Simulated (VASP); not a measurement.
The system is C.

```xyz
8
Lattice="2.5180 0.0000 0.0000 -1.2590 2.1807 0.0000 0.0000 0.0000 8.3046" Properties=species:S:1:pos:R:3 pbc="T T T"
C     0.0297   -0.1366    0.7510
C    -0.1331    0.0962    4.8759
C     0.0093    0.0383    3.4150
C     0.1375    0.0122    7.5786
C    -0.0408    1.4753    1.4056
C     1.2244    0.7380    5.3557
C    -0.0290    1.3815    2.8584
C     1.3200    0.7566    6.9781
```

Base run:

- Program: VASP 6.6.1
- Functional: LDA
- Potentials or basis: VASP PAW LDA potentials, release 64 (C)
- Cutoff: 520 eV
- k mesh: 12 × 12 × 4
- Occupations: gaussian, width 0.05 eV
- Spin: no spin polarisation

Its results: band gap on the k mesh 1.86 eV (least direct gap 1.95 eV); pressure -5.2 GPa; largest force 6.268 eV/Å.

**Question.** The run is repeated on the same cell with these changes: functional from LDA to PBE; potentials or basis from VASP PAW LDA potentials, release 64 (C) to VASP PAW PBE potentials, release 64 (C). What comes out?

**Answer.** Band gap on the k mesh 1.88 eV (least direct gap 1.98 eV); pressure 8.8 GPa; largest force 6.369 eV/Å.

Caveats: forces of over 1 eV/Å act on the atoms, so gaps and moduli don't describe the material at rest; the cell stands under tension (at least some runs); the cell stands under pressure (at least some runs).

A k mesh can miss the band edges.
